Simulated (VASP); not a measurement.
Here is a VASP 6.6.1 calculation.

INCAR

```
PREC     = Accurate       # precision mode
ENCUT    = 600            # plane-wave cutoff, eV
EDIFF    = 1E-7           # SCF threshold, eV
ISMEAR   = -1             # smearing method
SIGMA    = 0.05           # smearing width, eV
LREAL    = False          # projectors in reciprocal space
LASPH    = True           # aspherical terms in the spheres
NELM     = 100            # most SCF steps
ALGO     = Normal         # electronic algorithm
ISIF     = 3              # what is computed and relaxed
LWAVE    = False          # write WAVECAR
LCHARG   = False          # write CHGCAR
GGA      = PS             # functional
IBRION   = 2              # ionic algorithm
NSW      = 60             # ionic steps
EDIFFG   = -0.01          # ionic threshold
PSTRESS  = 200.0
```

KPOINTS

```
regular mesh
0
Gamma
  11 11 3
```

File POSCAR:

```
Re
1.0
    2.7663873939      0.0000000000      0.0000000000
   -1.3831936969      2.3957617598      0.0000000000
    0.0000000000      0.0000000000      8.9388451600
Re
4
Direct
    0.6666666667      0.3333333333      0.7500000000
    0.0000000000      0.0000000000      0.5000000000
    0.3333333333      0.6666666667      0.2500000000
    0.0000000000      0.0000000000      0.0000000000
```

Potentials or basis: VASP PAW PBE potentials, release 64 (Re).

Launch:

```console
$ cat potpaw_PBE.64/Re/POTCAR > POTCAR
$ mpirun -np 1 vasp_std > vasp.out
```

(1) Estimate the space group after relaxing (to 0.1 Å).

(2) What does it give for the relaxed cell?

Answers

(1) P6_3/mmc (No. 194).

(2) a = 2.709 Å, b = 2.709 Å, c = 8.755 Å, α = 90.00°, β = 90.00°, γ = 120.00°.

Caveat: the cell is relaxed towards a set pressure, so the run minimises the enthalpy, not the energy; the highest band is partly filled, so the run has too few bands.
